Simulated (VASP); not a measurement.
Set up this calculation in VASP 6.6.1, as the native input.

```yaml
Task: relaxation of cell and atoms
Functional: r2SCAN
Potentials_or_basis: VASP PAW PBE potentials, release 64 (Ag)
Cutoff: 600 eV
k_mesh: 18 × 18 × 18
Occupations: gaussian, width 0.1 eV
Spin: no spin polarisation
Target_pressure: 4 GPa
Dipole_correction: no
Further_INCAR_settings: ALGO = Normal; EDIFF = 1e-07; IBRION = 2; EDIFFG = -0.008; NSW = 70; ISIF = 3
```

Crystal: Ag.

```xyz
1
Lattice="-1.6137 1.6137 1.6137 1.6137 -1.6137 1.6137 1.6137 1.6137 -1.6137" Properties=species:S:1:pos:R:3 pbc="T T T"
Ag    0.0000    0.0000    0.0000
```

This isn't the form of Ag at room conditions, which is fcc.

These files were run (other wordings do the same):

POSCAR

```
Ag
1.0
   -1.6136903136      1.6136903136      1.6136903136
    1.6136903136     -1.6136903136      1.6136903136
    1.6136903136      1.6136903136     -1.6136903136
Ag
1
Direct
    0.0000000000      0.0000000000      0.0000000000
```

INCAR.step1

```
SYSTEM = Ag
PREC     = Accurate       ! precision mode
ENCUT    = 600            ! plane-wave cutoff, eV
ISMEAR   = 0              ! smearing method
SIGMA    = 0.1            ! smearing width, eV
LREAL    = .FALSE.        ! projectors in reciprocal space
LASPH    = .TRUE.         ! aspherical terms in the spheres
NELM     = 80             ! most SCF steps
GGA      = PE             ! functional
ALGO     = Normal         ! electronic algorithm
EDIFF    = 1E-4           ! SCF threshold, eV
LWAVE    = .TRUE.         ! write WAVECAR
LCHARG   = .FALSE.        ! write CHGCAR
```

INCAR.step2

```
SYSTEM = Ag
PREC     = Accurate       ! precision mode
ENCUT    = 600            ! plane-wave cutoff, eV
EDIFF    = 1E-7           ! SCF threshold, eV
ISMEAR   = 0              ! smearing method
SIGMA    = 0.1            ! smearing width, eV
LREAL    = .FALSE.        ! projectors in reciprocal space
LASPH    = .TRUE.         ! aspherical terms in the spheres
NELM     = 80             ! most SCF steps
ALGO     = Normal         ! electronic algorithm
ISIF     = 3              ! what is computed and relaxed
LWAVE    = .FALSE.        ! write WAVECAR
LCHARG   = .FALSE.        ! write CHGCAR
METAGGA  = R2SCAN         ! meta-GGA
LMIXTAU  = .TRUE.       
IBRION   = 2              ! ionic algorithm
NSW      = 70             ! ionic steps
EDIFFG   = -0.008         ! ionic threshold
PSTRESS  = 40.0         
ISTART   = 1
```

KPOINTS

```
regular mesh
0
G
  18 18 18
  0 0 0
```

Potentials or basis: VASP PAW PBE potentials, release 64 (Ag).

The run is started by

```console
$ cat potpaw_PBE.64/Ag/POTCAR > POTCAR
$ cp INCAR.step1 INCAR
$ mpirun -np 1 vasp_std > vasp.out
$ cp INCAR.step2 INCAR
$ mpirun -np 1 vasp_std > vasp.out
```

Results of the run:

| Item | Value |
| --- | --- |
| Relaxed volume | 16.85 Å³/atom |
| Relaxed cell | a = 2.797 Å, b = 2.797 Å, c = 2.797 Å, α = 109.47°, β = 109.47°, γ = 109.47° |
| Space group after relaxing (to 0.1 Å) | Im-3m (No. 229) |
| Energy change on relaxing (the run minimises the enthalpy) | -1.1 meV/atom |
| Ionic steps | 3 |
| Pressure after relaxing | 4.0 GPa |
| Band gap on the k mesh | zero (an odd number of electrons rules out a gap without spin polarisation) |

Caveat: the cell is relaxed towards a set pressure, so the run minimises the enthalpy, not the energy; the PAW data sets were made with another functional, which shifts forces and pressure a little.

Run time: 3 min on 1 thread of AMD EPYC 9R45 96-Core Processor (Zen 5), on a shared host, peak memory 0.15 GiB.
